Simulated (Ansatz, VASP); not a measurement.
# Two plane-wave programs on BeS

```
Be S
1.0
     2.40988    2.40988    0.00000
    -2.40988    2.40988    0.00000
     0.00000    2.40988    2.45305
Be S
1 1
Direct
  0.00000 0.00000 0.00000
  0.75000 0.25000 0.50000
```

Change from the starting cell: film at in-plane strain -0.01.

Alike in both runs: task single point; functional r2SCAN; k mesh 8 × 8 × 8; no spin polarisation.

|  | VASP | Ansatz |
| --- | --- | --- |
| version | VASP 6.6.1 | Ansatz 0.2.0 |
| potentials or method | VASP PAW PBE potentials, release 64 (Be, S) | PAW with Ansatz's default frozen-core files, scalar-relativistic |
| plane-wave cutoff (eV) | 520 | 500 |
| occupations | gaussian, width 0.01 eV | fixed |
| valence electrons in the cell | 8 | 8 |

Ansatz gave:

```
gap on the k mesh at the Fermi level (eV)                     : 3.48
pressure (GPa)                                                : 1.2
traceless stress, the component that is largest in VASP (GPa) : -1.24
```

Task: Estimate VASP's values.

Result: gap on the k mesh at the Fermi level (eV): 3.49; pressure (GPa): 1.5; traceless stress, the component that is largest in VASP (GPa): -1.23.

VASP's potentials were made for PBE, not for r2SCAN.
